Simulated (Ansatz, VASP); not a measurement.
## One calculation of ScB2P3, two programs

The input INCAR:

```
PREC = Accurate
ENCUT = 520
EDIFF = 1E-7
ISMEAR = 0
SIGMA = 0.2
LREAL = F
LASPH = T
NELM = 60
ALGO = Normal
ISIF = 2
LWAVE = F
LCHARG = F
GGA = PE
NBANDS = 44
```

The input KPOINTS:

```
regular mesh
0
Gamma
  4 4 4
```

File POSCAR:

```
ScB2P3
1.0
    0.0000000000      0.0000000000     -5.3521200996
    0.0000000000      6.1999396350      0.0000000000
    5.4257981726     -3.0999698175      0.0000000000
Sc B P
2 4 6
Direct
    0.0983875465      0.8151774154      1.0000000000
    0.5983875465      0.1848225846      1.0000000000
    0.4591517110      0.8352565091      0.3500483421
    0.4591517110      0.4852081670      0.6499516579
    0.9591517110      0.5147918330      0.3500483421
    0.9591517110      0.1647434909      0.6499516579
    0.0801712433      0.2398689828      0.0000000000
    0.0965688941      0.8356281349      0.4138263257
    0.0965688941      0.4218018091      0.5861736743
    0.5801712433      0.7601310172      0.0000000000
    0.5965688941      0.5781981909      0.4138263257
    0.5965688941      0.1643718651      0.5861736743
```

Input for Ansatz:

```yaml
crystal:
  lattice:
    - [0.0, 0.0, -5.3521200996]
    - [0.0, 6.199939635, 0.0]
    - [5.4257981726, -3.0999698175, 0.0]
  atoms:
    - { symbol: Sc, position: [0.0983875465, 0.8151774154, 1.0] }
    - { symbol: Sc, position: [0.5983875465, 0.1848225846, 1.0] }
    - { symbol: B, position: [0.459151711, 0.8352565091, 0.3500483421] }
    - { symbol: B, position: [0.459151711, 0.485208167, 0.6499516579] }
    - { symbol: B, position: [0.959151711, 0.514791833, 0.3500483421] }
    - { symbol: B, position: [0.959151711, 0.1647434909, 0.6499516579] }
    - { symbol: P, position: [0.0801712433, 0.2398689828, 0.0] }
    - { symbol: P, position: [0.0965688941, 0.8356281349, 0.4138263257] }
    - { symbol: P, position: [0.0965688941, 0.4218018091, 0.5861736743] }
    - { symbol: P, position: [0.5801712433, 0.7601310172, 0.0] }
    - { symbol: P, position: [0.5965688941, 0.5781981909, 0.4138263257] }
    - { symbol: P, position: [0.5965688941, 0.1643718651, 0.5861736743] }
basis:
  ecutwfc: 420
kpoints:
  mp_grid: { grid: [4, 4, 4] }
hamiltonian:
  xc: pbe
scf:
  occupations: { method: gaussian, width: 0.2 }
  lower_state_search: "off"
output:
  forces: true
  stress: true
  eigenvalues: true
```

Alike in both runs: task single point; functional PBE; k mesh 4 × 4 × 4; occupations gaussian, width 0.2 eV; no spin polarisation.

|  | VASP | Ansatz |
| --- | --- | --- |
| version | VASP 6.6.1 | Ansatz 0.2.0 |
| potentials or method | VASP PAW PBE potentials, release 64 (Sc_sv, B, P), cutoff 520 eV | scalar-relativistic, plane waves, PAW |
| valence electrons in the cell | 64 | 64 |

|  | VASP | Ansatz | Ansatz less VASP |
| --- | --- | --- | --- |
| pressure (GPa) | -0.1 | -0.1 | +0.04 |
| traceless stress, the component that is largest in VASP (GPa) | 0.07 | 0.04 | -0.032 |
| rms of the force components (eV/Å) | 0.016 | 0.011 | -0.0046 |

Atom by atom the forces differ by 0.008 eV/Å (rms over components).
